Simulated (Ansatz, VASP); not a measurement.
## Two plane-wave programs on Al

```
CELL_PARAMETERS angstrom
2.76203 0.00000 0.00000
-1.38101 2.39198 0.00000
0.00000 0.00000 8.88489
ATOMIC_POSITIONS crystal
Al 0.00000 0.00000 0.00000
Al 0.33333 0.66667 0.25000
Al 0.00000 0.00000 0.50000
Al 0.66667 0.33333 0.75000
```

Alike in both runs: task single point; functional PBEsol; dispersion D3(BJ); k mesh 18 × 18 × 6; occupations gaussian, width 0.15 eV; no spin polarisation.

|  | VASP | Ansatz |
| --- | --- | --- |
| version | VASP 6.6.1 | Ansatz 0.2.0 |
| potentials or method | VASP PAW PBE potentials, release 64 (Al), cutoff 520 eV | scalar-relativistic, plane waves, PAW |
| valence electrons in the cell | 12 | 12 |

VASP gave:

| Quantity | Value |
| --- | --- |
| gap on the k mesh at the Fermi level (eV) | none |
| pressure (GPa) | 6.5 |
| traceless stress, the component that is largest in VASP (GPa) | 1.77 |

Question: What did Ansatz give for the same quantities?

Answer: gap on the k mesh at the Fermi level (eV): none; pressure (GPa): 6.4; traceless stress, the component that is largest in VASP (GPa): 1.77.

VASP's potentials were made for PBE, not for PBEsol, and Ansatz warns of the same on its side. A gap of «none» marks a metal or a gap that the smearing closes.
